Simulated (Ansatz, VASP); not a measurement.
Two plane-wave programs on LiF

INCAR

```
PREC = Accurate
ENCUT = 750
EDIFF = 1E-6
ISMEAR = 0
SIGMA = 0.02
LREAL = False
LASPH = True
NELM = 120
ALGO = Normal
ISIF = 2
LWAVE = False
LCHARG = True
LELF = True
LVHAR = True
NBANDS = 12
GGA_COMPAT = False
```

Contents of KPOINTS:

```
regular mesh
0
Gamma
  10 10 10
```

Contents of POSCAR:

```
LiF
1.0
    0.0000000000      1.9536223519      1.9536223519
    1.9536223519      0.0000000000      1.9536223519
    1.9536223519      1.9536223519      0.0000000000
Li F
1 1
Direct
    0.0000000000      0.0000000000      0.0000000000
    0.5000000000      0.5000000000      0.5000000000
```

Input for Ansatz:

```yaml
crystal:
  lattice:
    - [0.0, 1.9536223519, 1.9536223519]
    - [1.9536223519, 0.0, 1.9536223519]
    - [1.9536223519, 1.9536223519, 0.0]
  atoms:
    - { symbol: Li, position: [0.0, 0.0, 0.0] }
    - { symbol: F, position: [0.5, 0.5, 0.5] }
basis:
  ecutwfc: 420
kpoints:
  mp_grid: { grid: [10, 10, 10] }
  band_path:
    path:
      - [[0.0, 0.0, 0.0], [0.5, 0.0, 0.5], [0.625, 0.25, 0.625]]
      - [[0.375, 0.375, 0.75], [0.0, 0.0, 0.0], [0.5, 0.5, 0.5], [0.5, 0.25, 0.75], [0.5, 0.0, 0.5]]
    npoints: 10
hamiltonian:
  xc: lda
  pseudopotentials: { kind: paw, azcp: { folder: soft_1 } }
scf:
  occupations: { method: gaussian, width: 0.02 }
  n_extra_bands: 7
output:
  forces: true
  stress: true
  eigenvalues: true
```

Alike in both runs: task single point; functional LDA; k mesh 10 × 10 × 10; occupations gaussian, width 0.02 eV; no spin polarisation.

|  | VASP | Ansatz |
| --- | --- | --- |
| version | VASP 6.6.1 | Ansatz 0.2.0 |
| potentials or method | VASP PAW LDA potentials, release 64 (Li_sv, F), cutoff 750 eV | scalar-relativistic, plane waves, PAW |
| valence electrons in the cell | 10 | 10 |

```tsv
	VASP	Ansatz	Ansatz less VASP
gap on the k mesh at the Fermi level (eV)	9.69	9.71	+0.016
least direct gap on the mesh (eV)	9.69	9.71	+0.016
pressure (GPa)	-0.4	0.0	+0.41
```

Ansatz warns that its potentials were made for another functional, while VASP's fit it. LDA's correlation is that of Perdew and Zunger in VASP and of Perdew and Wang (1992) in Ansatz.
